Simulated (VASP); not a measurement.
ScAl3As4, 8 atoms in the cell. It takes space group P2/m (No. 10, monoclinic). Conventional cell: a = 6.111 Å, b = 3.803 Å, c = 6.612 Å, α = 90.00°, β = 91.54°, γ = 90.00°. Sc (site symmetry 2/m) has 6 As at 2.74 to 2.75 Å and 2 Al at 3.06 Å within 3.6 Å. Within 3.5 Å of Al (site symmetry 2/m) lie 6 As at 2.63 to 2.69 Å and 2 Sc at 3.06 Å. Al (site symmetry 2/m) has 6 As at 2.64 to 2.78 Å and 2 Al at 3.06 Å within 3.5 Å. Al (site symmetry 2/m) has 6 As at 2.56 to 2.68 Å and 2 Al at 3.06 Å within 3.4 Å. Within 3.5 Å of As (site symmetry m) lie 5 Al at 2.64 to 2.69 Å and 1 Sc at 2.75 Å. As (site symmetry m) has 4 Al at 2.56 to 2.78 Å and 2 Sc at 2.74 Å within 3.4 Å. The cell was generated, and may not be a known phase.

- Program: VASP 6.6.1
- Task: single point
- Functional: PBE
- Potentials or basis: VASP PAW PBE potentials, release 64 (Sc_sv, Al, As)
- Cutoff: 520 eV
- k mesh: 6 × 8 × 6
- Occupations: gaussian, width 0.1 eV
- Spin: no spin polarisation
- Dipole correction: no
- Further INCAR settings: ALGO = Normal; EDIFF = 1e-07; NBANDS = 30

Potentials or basis: VASP PAW PBE potentials, release 64 (Sc_sv, Al, As).

Command:

```console
$ cat potpaw_PBE.64/Sc_sv/POTCAR potpaw_PBE.64/Al/POTCAR potpaw_PBE.64/As/POTCAR > POTCAR
$ mpirun -np 1 vasp_std > vasp.out
```

Hardware: 1 thread of Intel Xeon 8259CL (shared host).

Question: How long does it take, and how much memory?

Answer: It took 12 min on 1 thread of Intel Xeon 8259CL, on a shared host, peak memory 0.54 GiB. Counts: scf iterations 15, k points 100.
